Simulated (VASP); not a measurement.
Input of a VASP 6.6.1 run:

POSCAR

```
Al
1.0
    0.0000000000      2.0645171409      2.0645171409
    2.0645171409      0.0000000000      2.0645171409
    2.0645171409      2.0645171409      0.0000000000
Al
1
Direct
    0.0000000000      0.0000000000      0.0000000000
```

The input INCAR.step1:

```
SYSTEM = Al
PREC = Accurate ; ENCUT = 520
EDIFF = 1E-5 ; ISMEAR = -1
SIGMA = 0.05 ; LREAL = .False.
LASPH = .True. ; NELM = 60
ALGO = Normal ; ISIF = 2
LWAVE = .True. ; GGA = PE
NBANDS = 8
```

File INCAR.step2:

```
SYSTEM = Al
PREC = Accurate ; ENCUT = 520
EDIFF = 1E-6 ; ISMEAR = -1
SIGMA = 0.05 ; LREAL = .False.
LASPH = .True. ; NELM = 60
ALGO = Normal ; ISIF = 2
LWAVE = .False. ; LCHARG = .True.
GGA = B5 ; LHFCALC = .True.
AEXX = 0.5 ; ALDAX = 0.5
AGGAX = 0.5 ; AGGAC = 1.0
ALDAC = 0.0 ; PRECFOCK = Normal
LELF = .True. ; LVHAR = .True.
ISTART = 1 ; NBANDS = 8
```

File KPOINTS:

```
regular mesh
0
Gamma
  6 6 6
  0 0 0
```

Potentials or basis: VASP PAW PBE potentials, release 64 (Al).

Launch:

```bash
$ cat potpaw_PBE.64/Al/POTCAR > POTCAR
$ cp INCAR.step1 INCAR
$ mpirun -np 1 vasp_std > vasp.out
$ cp INCAR.step2 INCAR
$ mpirun -np 1 vasp_std > vasp.out
```

What does it give for the band gap on the k mesh?

Zero (an odd number of electrons rules out a gap without spin polarisation).

What does it give for the pressure?

-3.0 GPa.

Caveat: the k points lie up to 0.44 Å⁻¹ apart, too coarse for converged energies and pressures of a metal; the PAW data sets were made with another functional, which shifts forces and pressure a little.
